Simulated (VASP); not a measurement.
# BP (F-43m) in VASP: notebook

The runs below take BP through single point, relaxation of cell and atoms, with PBEsol.

Everything below comes from runs of VASP 6.6.1. Logs are shortened: lines on timing, memory, paths and dates and some standing lists are left out, and cuts for length are marked.

### Step 1. The cell of the first run

The structure is cubic, space group F-43m (No. 216). The conventional cell has a = 4.520 Å, b = 4.520 Å, c = 4.520 Å, α = 90.00°, β = 90.00°, γ = 90.00°. B (site symmetry -43m) has 4 P at 1.96 Å within 2.6 Å. P (site symmetry -43m) has 4 B at 1.96 Å within 2.6 Å.

### Step 2. Single point, PBEsol

Contents of INCAR:

```
SYSTEM = BP
PREC = Accurate ; ENCUT = 520
EDIFF = 1E-6 ; ISMEAR = 0
SIGMA = 0.02 ; LREAL = .False.
LASPH = .True. ; NELM = 60
ALGO = Normal ; ISIF = 2
LWAVE = .False. ; LCHARG = .False.
GGA = PS ; NBANDS = 11
```

Contents of KPOINTS:

```
regular mesh
0
Gamma
  10 10 10
  0 0 0
```

Contents of POSCAR:

```
BP
1.0
    0.0000000000      2.2600851048      2.2600851048
    2.2600851048      0.0000000000      2.2600851048
    2.2600851048      2.2600851048      0.0000000000
B P
1 1
Direct
    0.0000000000      0.0000000000      0.0000000000
    0.2500000000      0.2500000000      0.2500000000
```

Potentials or basis: VASP PAW PBE potentials, release 64 (B, P).

Started as:

```
cat potpaw_PBE.64/B/POTCAR potpaw_PBE.64/P/POTCAR > POTCAR
mpirun -np 1 vasp_std > vasp.out
```

OUTCAR:

```text
SYSTEM = BP
   PREC = Accurate
   ENCUT = 520
   EDIFF = 1E-6
   ISMEAR = 0
   LREAL = .False.
   LASPH = .True.
   NELM = 60
   ISIF = 2
   GGA = PS

 ion  position               nearest neighbor table
   1  0.000  0.000  0.000-   2 1.96   2 1.96   2 1.96   2 1.96
   2  0.250  0.250  0.250-   1 1.96   1 1.96   1 1.96   1 1.96

  LATTYP: Found a face centered cubic cell.
 ALAT       =     4.5201702096

  Lattice vectors:

 A1 = (   0.0000000000,   2.2600851048,   2.2600851048)
 A2 = (   2.2600851048,   0.0000000000,   2.2600851048)
 A3 = (   2.2600851048,   2.2600851048,   0.0000000000)

Analysis of symmetry for initial positions (statically):
=====================================================================
 Subroutine PRICEL returns:
 Original cell was already a primitive cell.

 Routine SETGRP: Setting up the symmetry group for a
 face centered cubic supercell.

 Subroutine GETGRP returns: Found 24 space group operations
 (whereof 24 operations were pure point group operations)
 out of a pool of 48 trial point group operations.

The static configuration has the point symmetry T_d .

Analysis of symmetry for dynamics (positions and initial velocities):
=====================================================================
 Subroutine PRICEL returns:
 Original cell was already a primitive cell.

 Routine SETGRP: Setting up the symmetry group for a
 face centered cubic supercell.

 Subroutine GETGRP returns: Found 24 space group operations
 (whereof 24 operations were pure point group operations)
 out of a pool of 48 trial point group operations.

The dynamic configuration has the point symmetry T_d .

 Subroutine INISYM returns: Found 24 space group operations
 (whereof 24 operations are pure point group operations),
 and found     1 'primitive' translations

----------------------------------------------------------------------------------------

                                     Primitive cell

  volume of cell :      23.0890

  direct lattice vectors                    reciprocal lattice vectors
     0.000000000  2.260085105  2.260085105    -0.221230607  0.221230607  0.221230607
     2.260085105  0.000000000  2.260085105     0.221230607 -0.221230607  0.221230607
     2.260085105  2.260085105  0.000000000     0.221230607  0.221230607 -0.221230607

  length of vectors
     3.196243007  3.196243007  3.196243007     0.383182652  0.383182652  0.383182652

  position of ions in fractional coordinates (direct lattice)
     0.000000000  0.000000000  0.000000000
     0.250000000  0.250000000  0.250000000

  ion indices of the primitive-cell ions
   primitive index   ion index
                 1           1
                 2           2

----------------------------------------------------------------------------------------

 KPOINTS: regular mesh

Automatic generation of k-mesh.
 Grid dimensions read from file:
 generate k-points for:   10   10   10

 Generating k-lattice:

  Cartesian coordinates                     Fractional coordinates (reciprocal lattice)
    -0.022123061  0.022123061  0.022123061     0.100000000  0.000000000  0.000000000
     0.022123061 -0.022123061  0.022123061     0.000000000  0.100000000  0.000000000
     0.022123061  0.022123061 -0.022123061     0.000000000  0.000000000  0.100000000

  Length of vectors
     0.038318265  0.038318265  0.038318265

  Shift w.r.t. Gamma in fractional coordinates (k-lattice)
     0.000000000  0.000000000  0.000000000

 Subroutine IBZKPT returns following result:
 ===========================================

 Found     47 irreducible k-points:

 Following reciprocal coordinates:
            Coordinates               Weight
  0.000000  0.000000  0.000000      1.000000
  0.100000  0.000000  0.000000      8.000000
  0.200000  0.000000  0.000000      8.000000
  0.300000  0.000000  0.000000      8.000000
  0.400000  0.000000  0.000000      8.000000
  0.500000  0.000000  0.000000      4.000000
[... 16 lines left out ...]
  0.300000  0.300000  0.000000      6.000000
  0.400000  0.300000  0.000000     24.000000
 [... further k-points ...]
   k-points           NKPTS =     47   k-points in BZ     NKDIM =     47   number of bands    NBANDS=     11
   number of dos      NEDOS =    301   number of ions     NIONS =      2
   total plane-waves  NPLWV =  13824
   dimension x,y,z NGX =    24 NGY =   24 NGZ =   24
   dimension x,y,z NGXF=    48 NGYF=   48 NGZF=   48
   ions per type =               1   1
   NGX,Y,Z   is equivalent  to a cutoff of  12.48, 12.48, 12.48 a.u.
   NGXF,Y,Z  is equivalent  to a cutoff of  24.97, 24.97, 24.97 a.u.
 SYSTEM =  BP
   PREC   = accura    normal or accurate (medium, high low for compatibility)
   ISTART =      0    job   : 0-new  1-cont  2-samecut
   ICHARG =      2    charge: 1-file 2-atom 10-const
   ISPIN  =      1    spin polarized calculation?
   LNONCOLLINEAR =      F non collinear calculations
   LSORBIT =      F    spin-orbit coupling
   LASPH  =      T    aspherical Exc in radial PAW
   ENCUT  =  520.0 eV  38.22 Ry    6.18 a.u.   5.94  5.94  5.94*2*pi/ulx,y,z
   NELM   =     60;   NELMIN=  2; NELMDL= -5     # of ELM steps
   EDIFF  = 0.1E-05   stopping-criterion for ELM
   LREAL  =      F    real-space projection
   EDIFFG = 0.1E-04   stopping-criterion for IOM
   NSW    =      0    number of steps for IOM
   IBRION =     -1    ionic relax: 0-MD 1-quasi-New 2-CG
   NFREE  =      0    steps in history (QN), initial steepest desc. (CG)
   ISIF   =      2    stress and relaxation
   ISYM   =      2    0-nonsym 1-usesym 2-fastsym
   POTIM  = 0.5000    time-step for ionic-motion
   TEBEG  =    0.0;   TEEND  =   0.0 temperature during run
   PSTRESS=    0.0 pullay stress
   NELECT =       8.0000    total number of electrons
   NUPDOWN=      -1.0000    fix difference up-down
   EMIN   =  10.00;   EMAX   =-10.00  energy-range for DOS
   EFERMI =   0.00;   METHOD = LEGACY
   ISMEAR =     0;   SIGMA  =   0.02  broadening in eV -4-tet -1-fermi 0-gaus
   EFERMI_NEDOS =   21; number of points for ismear=-14 and -15
   IALGO  =     38    algorithm
   IMIX   =      4    mixing-type and parameters
     AMIX     =   0.40;   BMIX     =  1.00
     AMIX_MAG =   1.60;   BMIX_MAG =  1.00
  volume/ion in A,a.u.               =      11.54        77.91
  Fermi-wavevector in a.u.,A,eV,Ry     =   1.149838  2.172879 17.988639  1.322128
  Thomas-Fermi vector in A             =   2.286505
   LORBIT       =      0    0 simple, 1 ext, 2 COOP (PROOUT), +10 PAW based schemes
   GGA     = PS    functional components
   LHFCALC =     F    Hartree Fock is set to
   AEXX    =    0.0000 exact exchange contribution
   IVDW    =     0    specifies the selected vdW correction
   LEPSILON=     F    determine dielectric tensor
   LRPA    =     F    only Hartree local field effects (RPA)
 non-spin polarized calculation
 Gauss-broadening in eV      SIGMA  =   0.02
  energy-cutoff  :      520.00
  volume of cell :       23.09
 maximum number of plane-waves:       636
   NGX = 11   NGY = 11   NGZ = 11

 number of electron       8.0000001 magnetization

 Free energy of the ion-electron system (eV)
  ---------------------------------------------------
  ext. energy  EPLUGINS =         0.00000000
  ---------------------------------------------------
  free energy    TOTEN  =       -13.67361927 eV

  energy without entropy =      -13.67361927  energy(sigma->0) =      -13.67361927

 E-fermi :   7.7382     XC(G=0): -11.0956

 val. band max:        7.5456821127   @ k =   0.0000   0.0000   0.0000
 cond. band min:       8.6613133173   @ k =   0.4000   0.4000   0.0000
 fundamental gap:      1.1156312046
 Fermi energy:         7.7382395092

 k-point     1 :       0.0000    0.0000    0.0000
  band No.  band energies     occupation
      1      -8.0583      2.00000
      2       7.5457      2.00000
      3       7.5457      2.00000
      4       7.5457      2.00000
      5      10.9201      0.00000
      6      10.9201      0.00000
      7      10.9201      0.00000
      8      15.0678      0.00000
      9      18.8695      0.00000
     10      19.7020      0.00000
     11      19.7020      0.00000

 k-point     2 :       0.1000    0.0000    0.0000
  band No.  band energies     occupation
      1      -7.8757      2.00000
      2       6.2229      2.00000
      3       7.2440      2.00000
      4       7.2440      2.00000
      5      11.3365      0.00000
      6      11.3365      0.00000
      7      11.3676      0.00000
      8      15.5737      0.00000
      9      18.9749      0.00000
     10      18.9749      0.00000
     11      19.4539      0.00000

 k-point     3 :       0.2000    0.0000    0.0000
  band No.  band energies     occupation
      1      -7.3349      2.00000
      2       3.8499      2.00000
      3       6.6760      2.00000
      4       6.6760      2.00000
      5      11.5807      0.00000
      6      12.0617      0.00000
      7      12.0617      0.00000
      8      16.6832      0.00000
      9      18.3490      0.00000
     10      18.3490      0.00000
     11      20.3403      0.00000

 k-point     4 :       0.3000    0.0000    0.0000
  band No.  band energies     occupation
      1      -6.4643      2.00000
      2       1.4584      2.00000
      3       6.1818      2.00000
      4       6.1818      2.00000
      5      11.4990      0.00000
      6      12.3752      0.00000
      7      12.3752      0.00000
      8      17.4800      0.00000
      9      18.9420      0.00000
     10      18.9420      0.00000
     11      20.6556      0.00000
[... 239 lines left out ...]
 k-point    22 :      -0.2000    0.2000    0.0000
  band No.  band energies     occupation
      1      -6.1688      2.00000
      2       2.2503      2.00000
      3       3.2813      2.00000
      4       6.2851      2.00000
      5      11.9869      0.00000
      6      12.8526      0.00000
      7      13.9289      0.00000
      8      15.8766      0.00000
      9      16.9764      0.00000
     10      21.1315      0.00000
     11      23.4036      0.00000

 k-point    23 :       0.3000    0.3000    0.0000
  band No.  band energies     occupation
      1      -5.9148      2.00000
      2       2.7026      2.00000
      3       4.2630      2.00000
      4       4.2630      2.00000
      5       8.9641      0.00000
      6      11.3162      0.00000
      7      16.4586      0.00000
      8      16.4586      0.00000
      9      20.7118      0.00000
     10      21.9846      0.00000
     11      24.0376      0.00000

 k-point    24 :       0.4000    0.3000    0.0000
  band No.  band energies     occupation
      1      -5.0763      2.00000
      2       1.3554      2.00000
      3       3.4121      2.00000
      4       3.9648      2.00000
      5       9.2485      0.00000
      6      11.0390      0.00000
      7      17.0769      0.00000
      8      17.0812      0.00000
      9      21.6162      0.00000
     10      22.8752      0.00000
     11      24.6337      0.00000

 [... further k-points ...]
[... 5 lines left out ...]
  --------------------------------------------------------------------------------------
  -------------------------------------------------------------------------------------
  Total        0.0143424      0.0143424      0.0143424      0.0000000     -0.0000000      0.0000000
  in kB        0.9952410      0.9952410      0.9952410      0.0000000     -0.0000000      0.0000000
  external PRESSURE =       0.9952410 kB  Pullay stress =       0.0000000 kB

 VOLUME and BASIS-vectors are now :
 -----------------------------------------------------------------------------
  energy-cutoff  :      520.00
  volume of cell :       23.09
      direct lattice vectors                 reciprocal lattice vectors
     0.000000000  2.260085105  2.260085105    -0.221230607  0.221230607  0.221230607
     2.260085105  0.000000000  2.260085105     0.221230607 -0.221230607  0.221230607
     2.260085105  2.260085105  0.000000000     0.221230607  0.221230607 -0.221230607

 POSITION                                       TOTAL-FORCE (eV/Angst)
 -----------------------------------------------------------------------------------
      0.00000      0.00000      0.00000        -0.000000     -0.000000     -0.000000
      1.13004      1.13004      1.13004         0.000000      0.000000      0.000000
 -----------------------------------------------------------------------------------
    total drift:                                0.000000      0.000000      0.000000

  FREE ENERGIE OF THE ION-ELECTRON SYSTEM (eV)
  ---------------------------------------------------
  free  energy   TOTEN  =       -13.6736192742 eV

  energy  without entropy=      -13.6736192742  energy(sigma->0) =      -13.67361927
```

Run time: 8.2 s. Hardware: 1 thread of AMD EPYC 7R13 (Zen 3), shared host; peak memory 0.11 GiB.

Results:

```yaml
Free_energy: -13.6736 eV
Pressure: 0.1 GPa
Band_gap_on_the_k_mesh: 1.12 eV, indirect (least direct gap 3.37 eV)
```

Caveat: the PAW data sets were made with another functional, which shifts forces and pressure a little. As with any semilocal functional, this PBEsol gap is likely too small.

(Continued in part 2 of 2.)
